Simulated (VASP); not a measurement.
Sb: single point with PBE

Crystal: Sb.

```
Sb
1.0
    -3.07783    3.07783    3.07783
     3.07783   -3.07783    3.07783
     3.07783    3.07783   -3.07783
Sb
4
Direct
  0.49990 0.00000 0.00000
  0.00000 0.49990 0.00000
  0.00000 0.00000 0.49990
  0.50010 0.50010 0.50010
```

This cell differs from its parent crystal: volume scaled by 0.97, then relaxed in part.

| Property | Result |
| --- | --- |
| Program | VASP 6.6.1 |
| Task | single point |
| Functional | PBE |
| Potentials or basis | VASP PAW PBE potentials, release 64 (Sb) |
| Cutoff | 520 eV |
| k mesh | 10 × 10 × 10 |
| Occupations | gaussian, width 0.1 eV |
| Spin | no spin polarisation |

```yaml
Pressure: 1.8 GPa
Band_gap_on_the_k_mesh: zero (band 10 reaches 8.80 eV, above the bottom of band 11 at 6.59 eV)
```

Levels at points of the mesh, in eV from the Fermi level:
```tsv
k point	band 8	band 9	band 10	band 11	band 12	band 13
(0.00, 0.00, 0.00)	-3.67	-3.67	-3.67	2.07	2.07	2.07
(0.50, 0.00, 0.00)	-1.43	-0.96	-0.96	0.62	0.62	1.58
(0.50, 0.50, 0.50)	-1.69	-1.69	-1.69	4.77	4.77	4.77
```

Run time: 79 s on 1 thread of AMD EPYC 7R43 64-Core Processor (Zen 3) (shared host), peak memory 0.22 GiB.

Caveat: spin-orbit coupling is left out, which moves the levels of the heavy elements.
